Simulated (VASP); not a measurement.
# In (I4/mmm) in VASP: single point with PBEsol

Aim: the single point of In with PBEsol.

Program: VASP 6.6.1. These are calculated values, not measurements. Logs are shortened: lines on timing, memory, paths and dates and some standing lists are left out, and cuts for length are marked.

**1. The cell of the first run**

Symmetry: I4/mmm, No. 139, tetragonal system. Conventional cell: a = 2.980 Å, b = 2.980 Å, c = 5.894 Å, α = 90.00°, β = 90.00°, γ = 90.00°. Within 3.9 Å of In (site symmetry 4/mmm) lie 12 In at 2.98 to 3.62 Å.

**2. Single point, PBEsol**

Contents of INCAR:

```
  PREC = Accurate
  ENCUT = 520
  EDIFF = 1E-7
  ISMEAR = 0
  SIGMA = 0.15
  LREAL = False
  LASPH = True
  NELM = 100
  ALGO = Fast
  ISIF = 2
  LWAVE = False
  LCHARG = False
  GGA = PS
  NBANDS = 12
```

Contents of KPOINTS:

```
regular mesh
0
Gamma
  22 22 22
```

Contents of POSCAR:

```
In
1.0
   -1.4899767309      1.4899767309      2.9468169070
    1.4899767309     -1.4899767309      2.9468169070
    1.4899767309      1.4899767309     -2.9468169070
In
1
Direct
    0.0000000000      0.0000000000      0.0000000000
```

Potentials or basis: VASP PAW PBE potentials, release 64 (In_d).

Launch:

```bash
> cat potpaw_PBE.64/In_d/POTCAR > POTCAR
> mpirun -np 1 vasp_std > vasp.out
```

OUTCAR:

```text
PREC = Accurate
   ENCUT = 520
   EDIFF = 1E-7
   ISMEAR = 0
   LREAL = False
   LASPH = True
   NELM = 100
   ISIF = 2
   GGA = PS

 ion  position               nearest neighbor table
   1  0.000  0.000  0.000-

  LATTYP: Found a body centered tetragonal cell.
 ALAT       =     2.9799534618
 C/A-ratio  =     1.9777603542

  Lattice vectors:

 A1 = (  -1.4899767309,   1.4899767309,   2.9468169070)
 A2 = (   1.4899767309,  -1.4899767309,   2.9468169070)
 A3 = (   1.4899767309,   1.4899767309,  -2.9468169070)

Analysis of symmetry for initial positions (statically):
=====================================================================
 Subroutine PRICEL returns:
 Original cell was already a primitive cell.

 Routine SETGRP: Setting up the symmetry group for a
 body centered tetragonal supercell.

 Subroutine GETGRP returns: Found 16 space group operations
 (whereof 16 operations were pure point group operations)
 out of a pool of 16 trial point group operations.

The static configuration has the point symmetry D_4h.

Analysis of symmetry for dynamics (positions and initial velocities):
=====================================================================
 Subroutine PRICEL returns:
 Original cell was already a primitive cell.

 Routine SETGRP: Setting up the symmetry group for a
 body centered tetragonal supercell.

 Subroutine GETGRP returns: Found 16 space group operations
 (whereof 16 operations were pure point group operations)
 out of a pool of 16 trial point group operations.

The dynamic configuration has the point symmetry D_4h.

 Subroutine INISYM returns: Found 16 space group operations
 (whereof 16 operations are pure point group operations),
 and found     1 'primitive' translations

----------------------------------------------------------------------------------------

                                     Primitive cell

  volume of cell :      26.1681

  direct lattice vectors                    reciprocal lattice vectors
    -1.489976731  1.489976731  2.946816907     0.000000000  0.335575710  0.169674607
     1.489976731 -1.489976731  2.946816907     0.335575710  0.000000000  0.169674607
     1.489976731  1.489976731 -2.946816907     0.335575710  0.335575710  0.000000000

  length of vectors
     3.622677353  3.622677353  3.622677353     0.376032618  0.376032618  0.474575721

  position of ions in fractional coordinates (direct lattice)
     0.000000000  0.000000000  0.000000000

  ion indices of the primitive-cell ions
   primitive index   ion index
                 1           1

----------------------------------------------------------------------------------------

 KPOINTS: regular mesh

Automatic generation of k-mesh.
 Grid dimensions read from file:
 generate k-points for:   22   22   22

 Generating k-lattice:

  Cartesian coordinates                     Fractional coordinates (reciprocal lattice)
     0.000000000  0.015253441  0.007712482     0.045454545  0.000000000 -0.000000000
     0.015253441  0.000000000  0.007712482     0.000000000  0.045454545 -0.000000000
     0.015253441  0.015253441  0.000000000     0.000000000  0.000000000  0.045454545

  Length of vectors
     0.017092392  0.017092392  0.021571624

  Shift w.r.t. Gamma in fractional coordinates (k-lattice)
     0.000000000  0.000000000  0.000000000

 Subroutine IBZKPT returns following result:
 ===========================================

 Found    834 irreducible k-points:

 Following reciprocal coordinates:
            Coordinates               Weight
  0.000000  0.000000  0.000000      1.000000
  0.045455  0.000000  0.000000      8.000000
  0.090909  0.000000  0.000000      8.000000
  0.136364 -0.000000  0.000000      8.000000
  0.181818  0.000000  0.000000      8.000000
  0.227273 -0.000000  0.000000      8.000000
[... 16 lines left out ...]
  0.500000  0.045455  0.000000     16.000000
 -0.454545  0.045455 -0.000000     16.000000
 [... further k-points ...]
   k-points           NKPTS =    834   k-points in BZ     NKDIM =    834   number of bands    NBANDS=     12
   number of dos      NEDOS =    301   number of ions     NIONS =      1
   total plane-waves  NPLWV =  21952
   dimension x,y,z NGX =    28 NGY =   28 NGZ =   28
   dimension x,y,z NGXF=    56 NGYF=   56 NGZF=   56
   ions per type =               1
   NGX,Y,Z   is equivalent  to a cutoff of  12.85, 12.85, 12.85 a.u.
   NGXF,Y,Z  is equivalent  to a cutoff of  25.70, 25.70, 25.70 a.u.
 SYSTEM =  unknown system
   PREC   = accura    normal or accurate (medium, high low for compatibility)
   ISTART =      0    job   : 0-new  1-cont  2-samecut
   ICHARG =      2    charge: 1-file 2-atom 10-const
   ISPIN  =      1    spin polarized calculation?
   LNONCOLLINEAR =      F non collinear calculations
   LSORBIT =      F    spin-orbit coupling
   LASPH  =      T    aspherical Exc in radial PAW
   ENCUT  =  520.0 eV  38.22 Ry    6.18 a.u.   6.74  6.74  6.74*2*pi/ulx,y,z
   NELM   =    100;   NELMIN=  2; NELMDL= -5     # of ELM steps
   EDIFF  = 0.1E-06   stopping-criterion for ELM
   LREAL  =      F    real-space projection
   EDIFFG = 0.1E-05   stopping-criterion for IOM
   NSW    =      0    number of steps for IOM
   IBRION =     -1    ionic relax: 0-MD 1-quasi-New 2-CG
   NFREE  =      0    steps in history (QN), initial steepest desc. (CG)
   ISIF   =      2    stress and relaxation
   ISYM   =      2    0-nonsym 1-usesym 2-fastsym
   POTIM  = 0.5000    time-step for ionic-motion
   TEBEG  =    0.0;   TEEND  =   0.0 temperature during run
   PSTRESS=    0.0 pullay stress
   NELECT =      13.0000    total number of electrons
   NUPDOWN=      -1.0000    fix difference up-down
   EMIN   =  10.00;   EMAX   =-10.00  energy-range for DOS
   EFERMI =   0.00;   METHOD = LEGACY
   ISMEAR =     0;   SIGMA  =   0.15  broadening in eV -4-tet -1-fermi 0-gaus
   EFERMI_NEDOS =   21; number of points for ismear=-14 and -15
   IALGO  =     68    algorithm
   IMIX   =      4    mixing-type and parameters
     AMIX     =   0.40;   BMIX     =  1.00
     AMIX_MAG =   1.60;   BMIX_MAG =  1.00
  volume/ion in A,a.u.               =      26.17       176.59
  Fermi-wavevector in a.u.,A,eV,Ry     =   1.296578  2.450177 22.872944  1.681114
  Thomas-Fermi vector in A             =   2.428025
   LORBIT       =      0    0 simple, 1 ext, 2 COOP (PROOUT), +10 PAW based schemes
   GGA     = PS    functional components
   LHFCALC =     F    Hartree Fock is set to
   AEXX    =    0.0000 exact exchange contribution
   IVDW    =     0    specifies the selected vdW correction
   LEPSILON=     F    determine dielectric tensor
   LRPA    =     F    only Hartree local field effects (RPA)
 non-spin polarized calculation
 RMM-DIIS sequential band-by-band and
 Gauss-broadening in eV      SIGMA  =   0.15
  energy-cutoff  :      520.00
  volume of cell :       26.17
 maximum number of plane-waves:       720
   NGX = 13   NGY = 13   NGZ = 13

 number of electron      12.9999997 magnetization

 Free energy of the ion-electron system (eV)
  ---------------------------------------------------
  ext. energy  EPLUGINS =         0.00000000
  ---------------------------------------------------
  free energy    TOTEN  =        -2.92252304 eV

  energy without entropy =       -2.91716629  energy(sigma->0) =       -2.91984466

 E-fermi :   7.2975     XC(G=0): -10.3791

 val. band max:        7.2970774727   @ k =  -0.4091   0.5000   0.0455
 cond. band min:       7.2986553256   @ k =   0.3636   0.2727   0.1364
 fundamental gap:      0.0015778529
 Fermi energy:         7.2974618312

 k-point     1 :       0.0000    0.0000    0.0000
  band No.  band energies     occupation
      1      -7.6713      2.00000
      2      -7.3836      2.00000
      3      -7.0665      2.00000
      4      -7.0665      2.00000
      5      -6.8652      2.00000
      6      -2.2584      2.00000
      7      14.8778      0.00000
      8      18.2478      0.00000
      9      18.2478      0.00000
     10      18.7662      0.00000
     11      20.0315      0.00000
     12      20.4798      0.00000

 k-point     2 :       0.0455    0.0000    0.0000
  band No.  band energies     occupation
      1      -7.6625      2.00000
      2      -7.3788      2.00000
      3      -7.0715      2.00000
      4      -7.0646      2.00000
      5      -6.8699      2.00000
      6      -2.2117      2.00000
      7      14.7480      0.00000
      8      17.6918      0.00000
      9      18.2598      0.00000
     10      18.9646      0.00000
     11      19.6607      0.00000
     12      20.3172      0.00000

 k-point     3 :       0.0909    0.0000    0.0000
  band No.  band energies     occupation
      1      -7.6385      2.00000
      2      -7.3633      2.00000
      3      -7.0860      2.00000
      4      -7.0591      2.00000
      5      -6.8834      2.00000
      6      -2.0709      2.00000
      7      14.4090      0.00000
      8      16.4361      0.00000
      9      18.2976      0.00000
     10      18.8434      0.00000
     11      19.4915      0.00000
     12      20.3360      0.00000

 k-point     4 :       0.1364   -0.0000    0.0000
  band No.  band energies     occupation
      1      -7.6056      2.00000
      2      -7.3350      2.00000
      3      -7.1079      2.00000
      4      -7.0505      2.00000
      5      -6.9045      2.00000
      6      -1.8346      2.00000
      7      13.9187      0.00000
      8      14.9836      0.00000
      9      18.1010      0.00000
     10      18.3648      0.00000
     11      20.0521      0.00000
     12      20.5619      0.00000

 k-point     5 :       0.1818    0.0000    0.0000
  band No.  band energies     occupation
      1      -7.5722      2.00000
      2      -7.2939      2.00000
      3      -7.1325      2.00000
      4      -7.0400      2.00000
      5      -6.9308      2.00000
      6      -1.5008      2.00000
      7      13.0326      0.00000
      8      13.8452      0.00000
      9      17.4319      0.00000
     10      18.4659      0.00000
     11      20.3028      0.00000
     12      21.2803      0.00000
[... 228 lines left out ...]
      1      -7.4824      2.00000
      2      -7.3357      2.00000
      3      -7.0927      2.00000
      4      -6.9699      2.00000
      5      -6.9057      2.00000
      6       1.8790      2.00000
      7       5.8548      2.00000
      8      11.7049      0.00000
      9      15.7125      0.00000
     10      18.5908      0.00000
     11      20.5786      0.00000
     12      23.7990      0.00000

 k-point    22 :       0.4545    0.0455    0.0000
  band No.  band energies     occupation
      1      -7.4790      2.00000
      2      -7.3503      2.00000
      3      -7.1054      2.00000
      4      -6.9662      2.00000
      5      -6.8704      2.00000
      6       2.7914      2.00000
      7       4.7009      2.00000
      8      11.6523      0.00000
      9      15.5467      0.00000
     10      18.9120      0.00000
     11      20.3204      0.00000
     12      23.8515      0.00000

 k-point    23 :       0.5000    0.0455    0.0000
  band No.  band energies     occupation
      1      -7.4774      2.00000
      2      -7.3550      2.00000
      3      -7.1097      2.00000
      4      -6.9660      2.00000
      5      -6.8589      2.00000
      6       3.2811      2.00000
      7       4.1527      2.00000
      8      11.6944      0.00000
      9      15.4586      0.00000
     10      19.1654      0.00000
     11      20.1434      0.00000
     12      23.9553      0.00000

 k-point    24 :      -0.4545    0.0455   -0.0000
  band No.  band energies     occupation
      1      -7.4775      2.00000
      2      -7.3494      2.00000
      3      -7.1051      2.00000
      4      -6.9696      2.00000
      5      -6.8727      2.00000
      6       2.4381      2.00000
      7       5.1210      2.00000
      8      11.8321      0.00000
      9      15.4474      0.00000
     10      19.1695      0.00000
     11      20.2468      0.00000
     12      23.9666      0.00000

 [... further k-points ...]

------------------------ aborting loop because EDIFF is reached ----------------------------------------

  FORCE on cell =-STRESS in cart. coord.  units (eV):
  Direction    XX          YY          ZZ          XY          YZ          ZX
  --------------------------------------------------------------------------------------
  -------------------------------------------------------------------------------------
  Total        0.3867250      0.3867250     -0.5580824      0.0000000      0.0000000      0.0000000
  in kB       23.6777668     23.6777668    -34.1693539      0.0000000      0.0000000      0.0000000
  external PRESSURE =       4.3953932 kB  Pullay stress =       0.0000000 kB

 VOLUME and BASIS-vectors are now :
 -----------------------------------------------------------------------------
  energy-cutoff  :      520.00
  volume of cell :       26.17
      direct lattice vectors                 reciprocal lattice vectors
    -1.489976731  1.489976731  2.946816907     0.000000000  0.335575710  0.169674607
     1.489976731 -1.489976731  2.946816907     0.335575710  0.000000000  0.169674607
     1.489976731  1.489976731 -2.946816907     0.335575710  0.335575710  0.000000000

 POSITION                                       TOTAL-FORCE (eV/Angst)
 -----------------------------------------------------------------------------------
      0.00000      0.00000      0.00000         0.000000      0.000000      0.000000
 -----------------------------------------------------------------------------------
    total drift:                               -0.000000     -0.000000      0.000000

  FREE ENERGIE OF THE ION-ELECTRON SYSTEM (eV)
  ---------------------------------------------------
  free  energy   TOTEN  =        -2.9225230353 eV

  energy  without entropy=       -2.9171662850  energy(sigma->0) =       -2.91984466
```

Wall time 2.7 min (1 thread of Intel Xeon 6975P-C (Granite Rapids), shared host); peak memory 0.36 GiB.

Results:

```
Free energy : -2.9225 eV
Pressure    : 0.4 GPa
```

Levels at points of the mesh, in eV from the Fermi level:
```csv
k point,band 2,band 3,band 4,band 5,band 6,band 7,band 8,band 9,band 10,band 11
"(0.00, 0.00, 0.00)",-14.68,-14.36,-14.36,-14.16,-9.56,7.58,10.95,10.95,11.47,12.73
"(0.50, 0.00, 0.00)",-14.66,-14.40,-14.26,-14.16,-4.00,-3.25,4.45,8.03,12.36,13.34
"(0.50, 0.50, 0.00)",-14.70,-14.42,-14.25,-13.91,-0.89,0.18,2.19,4.40,6.33,7.24
"(0.50, 0.50, 0.50)",-14.74,-14.23,-14.23,-14.14,-5.63,-3.67,7.50,7.50,10.80,11.41
```

Caveat: the PAW data sets were made with another functional, which shifts forces and pressure a little; spin-orbit coupling is left out, which moves the levels of the heavy elements.
